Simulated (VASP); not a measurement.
Here is a VASP 6.6.1 calculation.

The input INCAR:

```
  PREC = Accurate
  ENCUT = 520
  EDIFF = 1E-7
  ISMEAR = 1
  SIGMA = 0.05
  LREAL = False
  LASPH = True
  NELM = 60
  ALGO = Fast
  ISIF = 2
  LWAVE = False
  LCHARG = False
  GGA = PE
  NBANDS = 21
```

The input KPOINTS:

```
regular mesh
0
Gamma
  7 7 7
```

File POSCAR:

```
Sn
1.0
    0.0000000000      3.2333428000      3.2333428000
    3.2333428000      0.0000000000      3.2333428000
    3.2333428000      3.2333428000      0.0000000000
Sn
2
Direct
    0.7500000000      0.7500000000      0.7500000000
    0.5000000000      0.5000000000      0.5000000000
```

Potentials or basis: VASP PAW PBE potentials, release 64 (Sn_d).

Run with:

```sh
$ cat potpaw_PBE.64/Sn_d/POTCAR > POTCAR
$ mpirun -np 1 vasp_std > vasp.out
```

(1) Predict the pressure.

(2) Estimate the band gap on the k mesh.

Results:

(1) 3.8 GPa.

(2) zero (band 14 reaches 5.84 eV, above the bottom of band 15 at 5.80 eV).

Caveat: spin-orbit coupling is left out, which moves the levels of the heavy elements.
